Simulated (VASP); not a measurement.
# KTaO3 (l) (Pm-3m) in VASP: notebook

Runs on KTaO3 (l). Level: LDA. Tasks: single point.

Everything below comes from runs of VASP 6.6.1. Logs are shortened: lines on timing, memory, paths and dates and some standing lists are left out, and cuts for length are marked.

## Step 1: The cell of the first run

It takes space group Pm-3m (No. 221, cubic). Conventional cell: a = 3.995 Å, b = 3.995 Å, c = 3.995 Å, α = 90.00°, β = 90.00°, γ = 90.00°. K (site symmetry m-3m) has 12 O at 2.82 Å and 8 Ta at 3.46 Å within 3.7 Å. Ta (site symmetry m-3m) has 6 O at 2.00 Å within 2.6 Å. O (site symmetry 4/mmm) has 2 Ta at 2.00 Å within 2.6 Å.

## Step 2: Single point, LDA

Contents of INCAR:

```
SYSTEM = KTaO3
ALGO = Normal ; EDIFF = 1E-6
ENCUT = 600 ; GGA = CA
GGA_COMPAT = .False. ; ISIF = 2
ISMEAR = 0 ; LASPH = .True.
LCHARG = .False. ; LREAL = .False.
LWAVE = .False. ; NBANDS = 27
NELM = 120 ; PREC = Accurate
SIGMA = 0.1
```

Contents of KPOINTS:

```
k-points
0
Gamma
  4 4 4
  0 0 0
```

Contents of POSCAR:

```
KTaO3
1.0
    3.9948813700      0.0000000000      0.0000000000
    0.0000000000      3.9948813700      0.0000000000
    0.0000000000      0.0000000000      3.9948813700
K Ta O
1 1 3
Direct
    0.0000000000      0.0000000000      0.0000000000
    0.5000000000      0.5000000000      0.5000000000
    0.5000000000      0.5000000000      0.0000000000
    0.5000000000      0.0000000000      0.5000000000
    0.0000000000      0.5000000000      0.5000000000
```

Potentials or basis: VASP PAW LDA potentials, release 64 (K_sv, Ta_pv, O).

Run with:

```sh
cat potpaw_LDA.64/K_sv/POTCAR potpaw_LDA.64/Ta_pv/POTCAR potpaw_LDA.64/O/POTCAR > POTCAR
mpirun -np 1 vasp_std > vasp.out
```

OUTCAR:

```text
SYSTEM = KTaO3
   EDIFF = 1E-6
   ENCUT = 600
   GGA = CA
   ISIF = 2
   ISMEAR = 0
   LASPH = .True.
   LREAL = .False.
   NELM = 120
   PREC = Accurate

 ion  position               nearest neighbor table
   1  0.000  0.000  0.000-   3 2.82   4 2.82   5 2.82   4 2.82   5 2.82   3 2.82   5 2.82   5 2.82
                             3 2.82   4 2.82   4 2.82   3 2.82   2 3.46   2 3.46   2 3.46   2 3.46
   2  0.500  0.500  0.500-   3 2.00   4 2.00   5 2.00   3 2.00   4 2.00   5 2.00   1 3.46   1 3.46
                             1 3.46   1 3.46   1 3.46   1 3.46   1 3.46   1 3.46
   3  0.500  0.500  0.000-   2 2.00   2 2.00   1 2.82   1 2.82   1 2.82   1 2.82
   4  0.500  0.000  0.500-   2 2.00   2 2.00   1 2.82   1 2.82   1 2.82   1 2.82
   5  0.000  0.500  0.500-   2 2.00   2 2.00   1 2.82   1 2.82   1 2.82   1 2.82

  LATTYP: Found a simple cubic cell.
 ALAT       =     3.9948813700

  Lattice vectors:

 A1 = (   3.9948813700,   0.0000000000,   0.0000000000)
 A2 = (   0.0000000000,   3.9948813700,   0.0000000000)
 A3 = (   0.0000000000,   0.0000000000,   3.9948813700)

Analysis of symmetry for initial positions (statically):
=====================================================================
 Subroutine PRICEL returns:
 Original cell was already a primitive cell.

 Routine SETGRP: Setting up the symmetry group for a
 simple cubic supercell.

 Subroutine GETGRP returns: Found 48 space group operations
 (whereof 48 operations were pure point group operations)
 out of a pool of 48 trial point group operations.

The static configuration has the point symmetry O_h .

Analysis of symmetry for dynamics (positions and initial velocities):
=====================================================================
 Subroutine PRICEL returns:
 Original cell was already a primitive cell.

 Routine SETGRP: Setting up the symmetry group for a
 simple cubic supercell.

 Subroutine GETGRP returns: Found 48 space group operations
 (whereof 48 operations were pure point group operations)
 out of a pool of 48 trial point group operations.

The dynamic configuration has the point symmetry O_h .

 Subroutine INISYM returns: Found 48 space group operations
 (whereof 48 operations are pure point group operations),
 and found     1 'primitive' translations

----------------------------------------------------------------------------------------

                                     Primitive cell

  volume of cell :      63.7546

  direct lattice vectors                    reciprocal lattice vectors
     3.994881370  0.000000000  0.000000000     0.250320324  0.000000000  0.000000000
     0.000000000  3.994881370  0.000000000     0.000000000  0.250320324  0.000000000
     0.000000000  0.000000000  3.994881370     0.000000000  0.000000000  0.250320324

  length of vectors
     3.994881370  3.994881370  3.994881370     0.250320324  0.250320324  0.250320324

  position of ions in fractional coordinates (direct lattice)
     0.000000000  0.000000000  0.000000000
     0.500000000  0.500000000  0.500000000
     0.500000000  0.500000000  0.000000000
     0.500000000  0.000000000  0.500000000
     0.000000000  0.500000000  0.500000000

  ion indices of the primitive-cell ions
   primitive index   ion index
                 1           1
                 2           2
                 3           3
                 4           4
                 5           5

----------------------------------------------------------------------------------------

 KPOINTS: k-points

Automatic generation of k-mesh.
 Grid dimensions read from file:
 generate k-points for:    4    4    4

 Generating k-lattice:

  Cartesian coordinates                     Fractional coordinates (reciprocal lattice)
     0.062580081  0.000000000  0.000000000     0.250000000  0.000000000  0.000000000
     0.000000000  0.062580081  0.000000000     0.000000000  0.250000000  0.000000000
     0.000000000  0.000000000  0.062580081     0.000000000  0.000000000  0.250000000

  Length of vectors
     0.062580081  0.062580081  0.062580081

  Shift w.r.t. Gamma in fractional coordinates (k-lattice)
     0.000000000  0.000000000  0.000000000

 Subroutine IBZKPT returns following result:
 ===========================================

 Found     10 irreducible k-points:

 Following reciprocal coordinates:
            Coordinates               Weight
  0.000000  0.000000  0.000000      1.000000
  0.250000  0.000000  0.000000      6.000000
  0.500000  0.000000  0.000000      3.000000
  0.250000  0.250000  0.000000     12.000000
  0.500000  0.250000  0.000000     12.000000
  0.500000  0.500000  0.000000      3.000000
  0.250000  0.250000  0.250000      8.000000
  0.500000  0.250000  0.250000     12.000000
  0.500000  0.500000  0.250000      6.000000
  0.500000  0.500000  0.500000      1.000000
   k-points           NKPTS =     10   k-points in BZ     NKDIM =     10   number of bands    NBANDS=     27
   number of dos      NEDOS =    301   number of ions     NIONS =      5
   total plane-waves  NPLWV =  32768
   dimension x,y,z NGX =    32 NGY =   32 NGZ =   32
   dimension x,y,z NGXF=    64 NGYF=   64 NGZF=   64
   ions per type =               1   1   3
   NGX,Y,Z   is equivalent  to a cutoff of  13.32, 13.32, 13.32 a.u.
   NGXF,Y,Z  is equivalent  to a cutoff of  26.63, 26.63, 26.63 a.u.
 SYSTEM =  KTaO3
   PREC   = accura    normal or accurate (medium, high low for compatibility)
   ISTART =      0    job   : 0-new  1-cont  2-samecut
   ICHARG =      2    charge: 1-file 2-atom 10-const
   ISPIN  =      1    spin polarized calculation?
   LNONCOLLINEAR =      F non collinear calculations
   LSORBIT =      F    spin-orbit coupling
   LASPH  =      T    aspherical Exc in radial PAW
   ENCUT  =  600.0 eV  44.10 Ry    6.64 a.u.   7.98  7.98  7.98*2*pi/ulx,y,z
   NELM   =    120;   NELMIN=  2; NELMDL= -5     # of ELM steps
   EDIFF  = 0.1E-05   stopping-criterion for ELM
   LREAL  =      F    real-space projection
   EDIFFG = 0.1E-04   stopping-criterion for IOM
   NSW    =      0    number of steps for IOM
   IBRION =     -1    ionic relax: 0-MD 1-quasi-New 2-CG
   NFREE  =      0    steps in history (QN), initial steepest desc. (CG)
   ISIF   =      2    stress and relaxation
   ISYM   =      2    0-nonsym 1-usesym 2-fastsym
   POTIM  = 0.5000    time-step for ionic-motion
   TEBEG  =    0.0;   TEEND  =   0.0 temperature during run
   PSTRESS=    0.0 pullay stress
   NELECT =      38.0000    total number of electrons
   NUPDOWN=      -1.0000    fix difference up-down
   EMIN   =  10.00;   EMAX   =-10.00  energy-range for DOS
   EFERMI =   0.00;   METHOD = LEGACY
   ISMEAR =     0;   SIGMA  =   0.10  broadening in eV -4-tet -1-fermi 0-gaus
   EFERMI_NEDOS =   21; number of points for ismear=-14 and -15
   IALGO  =     38    algorithm
   IMIX   =      4    mixing-type and parameters
     AMIX     =   0.40;   BMIX     =  1.00
     AMIX_MAG =   1.60;   BMIX_MAG =  1.00
  volume/ion in A,a.u.               =      12.75        86.05
  Fermi-wavevector in a.u.,A,eV,Ry     =   1.377734  2.603540 25.825924  1.898152
  Thomas-Fermi vector in A             =   2.502860
   LORBIT       =      0    0 simple, 1 ext, 2 COOP (PROOUT), +10 PAW based schemes
   GGA     = CA    functional components
   LHFCALC =     F    Hartree Fock is set to
   AEXX    =    0.0000 exact exchange contribution
   IVDW    =     0    specifies the selected vdW correction
   LEPSILON=     F    determine dielectric tensor
   LRPA    =     F    only Hartree local field effects (RPA)
 non-spin polarized calculation
 Gauss-broadening in eV      SIGMA  =   0.10
  energy-cutoff  :      600.00
  volume of cell :       63.75
 maximum number of plane-waves:      2176
 NGX is ok and might be reduce to    32
   NGX = 15   NGY = 15   NGZ = 15

 number of electron      37.9999993 magnetization

 Free energy of the ion-electron system (eV)
  ---------------------------------------------------
  ext. energy  EPLUGINS =         0.00000000
  ---------------------------------------------------
  free energy    TOTEN  =       -45.01415085 eV

  energy without entropy =      -45.01415085  energy(sigma->0) =      -45.01415085

 E-fermi :   2.0179     XC(G=0): -11.4042

 val. band max:        1.4930625459   @ k =   0.5000   0.5000   0.5000
 cond. band min:       3.4865693566   @ k =   0.0000   0.0000   0.0000
 fundamental gap:      1.9935068107
 Fermi energy:         2.0179209035

 k-point     1 :       0.0000    0.0000    0.0000
  band No.  band energies     occupation
      1     -32.4673      2.00000
      2     -32.4673      2.00000
      3     -32.4673      2.00000
      4     -25.3857      2.00000
      5     -15.7481      2.00000
      6     -15.0099      2.00000
[... 19 lines left out ...]
     26       9.2526      0.00000
     27       9.2526      0.00000

 k-point     2 :       0.2500    0.0000    0.0000
  band No.  band energies     occupation
      1     -32.5117      2.00000
      2     -32.4655      2.00000
      3     -32.4655      2.00000
      4     -25.3704      2.00000
      5     -15.6475      2.00000
      6     -14.9974      2.00000
[... 19 lines left out ...]
     26       9.9650      0.00000
     27      10.4278      0.00000

 k-point     3 :       0.5000    0.0000    0.0000
  band No.  band energies     occupation
      1     -32.5554      2.00000
      2     -32.4637      2.00000
      3     -32.4637      2.00000
      4     -25.3552      2.00000
      5     -15.6464      2.00000
      6     -14.9849      2.00000
[... 174 lines left out ...]
      1     -32.5487      2.00000
      2     -32.5487      2.00000
      3     -32.5038      2.00000
      4     -25.3313      2.00000
      5     -14.7069      2.00000
      6     -14.1100      2.00000
[... 19 lines left out ...]
     26      12.1067      0.00000
     27      12.2461      0.00000

 k-point    10 :       0.5000    0.5000    0.5000
  band No.  band energies     occupation
      1     -32.5467      2.00000
      2     -32.5467      2.00000
      3     -32.5467      2.00000
      4     -25.3228      2.00000
      5     -14.0606      2.00000
      6     -14.0606      2.00000
[... 19 lines left out ...]
     26      11.9518      0.00000
     27      13.5693      0.00000

------------------------ aborting loop because EDIFF is reached ----------------------------------------

  FORCE on cell =-STRESS in cart. coord.  units (eV):
  Direction    XX          YY          ZZ          XY          YZ          ZX
  --------------------------------------------------------------------------------------
  -------------------------------------------------------------------------------------
  Total       -2.2051452     -2.2051452     -2.2051452     -0.0000000     -0.0000000      0.0000000
  in kB      -55.4161187    -55.4161187    -55.4161187     -0.0000000     -0.0000000      0.0000000
  external PRESSURE =     -55.4161187 kB  Pullay stress =       0.0000000 kB

 VOLUME and BASIS-vectors are now :
 -----------------------------------------------------------------------------
  energy-cutoff  :      600.00
  volume of cell :       63.75
      direct lattice vectors                 reciprocal lattice vectors
     3.994881370  0.000000000  0.000000000     0.250320324  0.000000000  0.000000000
     0.000000000  3.994881370  0.000000000     0.000000000  0.250320324  0.000000000
     0.000000000  0.000000000  3.994881370     0.000000000  0.000000000  0.250320324

 POSITION                                       TOTAL-FORCE (eV/Angst)
 -----------------------------------------------------------------------------------
      0.00000      0.00000      0.00000         0.000000      0.000000      0.000000
      1.99744      1.99744      1.99744         0.000000      0.000000      0.000000
      1.99744      1.99744      0.00000         0.000000      0.000000      0.000000
      1.99744      0.00000      1.99744         0.000000      0.000000      0.000000
      0.00000      1.99744      1.99744         0.000000      0.000000      0.000000
 -----------------------------------------------------------------------------------
    total drift:                                0.000000     -0.000000     -0.000000

  FREE ENERGIE OF THE ION-ELECTRON SYSTEM (eV)
  ---------------------------------------------------
  free  energy   TOTEN  =       -45.0141508511 eV

  energy  without entropy=      -45.0141508511  energy(sigma->0) =      -45.01415085
```

It took 29 s on 1 thread of Intel Xeon 8259CL, shared host; peak memory 0.16 GiB.

What came out:

```yaml
Free_energy: -45.0142 eV
Pressure: -5.5 GPa
Band_gap_on_the_k_mesh: 1.99 eV, indirect (least direct gap 2.62 eV)
```

Caveat: spin-orbit coupling is left out, which moves the levels of the heavy elements.

## Step 3: Single point, LDA

This run uses another cell than the first one, of 12.34 Å³/atom, 0.968 times its volume.

Contents of INCAR:

```
SYSTEM = KTaO3
ALGO = Normal
EDIFF = 1E-6
ENCUT = 600
GGA_COMPAT = .FALSE.
ISIF = 2
ISMEAR = 0
LASPH = .TRUE.
LCHARG = .FALSE.
LREAL = .FALSE.
LWAVE = .FALSE.
NBANDS = 27
NELM = 120
PREC = Accurate
SIGMA = 0.02
```

Contents of KPOINTS:

```
k-points
0
G
  8 8 8
  0 0 0
```

Edit POSCAR of step 2 so:

```diff
@@ -2,5 +2,5 @@
 1.0
-    3.9948813700      0.0000000000      0.0000000000
-    0.0000000000      3.9948813700      0.0000000000
-    0.0000000000      0.0000000000      3.9948813700
+    3.9519808036      0.0000000000      0.0000000000
+    0.0000000000      3.9519808036      0.0000000000
+    0.0000000000      0.0000000000      3.9519808036
 K Ta O
```

Potentials or basis: VASP PAW LDA potentials, release 64 (K_sv, Ta_pv, O).

Run with:

```sh
cat potpaw_LDA.64/K_sv/POTCAR potpaw_LDA.64/Ta_pv/POTCAR potpaw_LDA.64/O/POTCAR > POTCAR
mpirun -np 1 vasp_std > vasp.out
```

Run time: 59 s. Hardware: 1 thread of Intel Xeon 8259CL, shared host; peak memory 0.2 GiB.

It converged, with:

```yaml
Free_energy: -45.0656 eV
Pressure: 1.2 GPa
Band_gap_on_the_k_mesh: 2.08 eV, indirect (least direct gap 2.69 eV)
```

Levels at points of the mesh, in eV from the valence-band top:
| k point | band 16 | band 17 | band 18 | band 19 | band 20 | band 21 | band 22 | band 23 |
| --- | --- | --- | --- | --- | --- | --- | --- | --- |
| (0.00, 0.00, 0.00) | -1.12 | -0.61 | -0.61 | -0.61 | 2.08 | 2.08 | 2.08 | 6.60 |
| (0.50, 0.00, 0.00) | -2.25 | -1.64 | -0.85 | -0.85 | 2.25 | 5.12 | 5.12 | 7.13 |
| (0.50, 0.50, 0.00) | -1.59 | -1.48 | -1.48 | -0.04 | 5.16 | 5.16 | 6.48 | 8.01 |
| (0.50, 0.50, 0.50) | -4.04 | 0.00 | 0.00 | 0.00 | 6.65 | 6.65 | 6.65 | 8.80 |

Caveat: spin-orbit coupling is left out, which moves the levels of the heavy elements. A k mesh can miss the band edges.
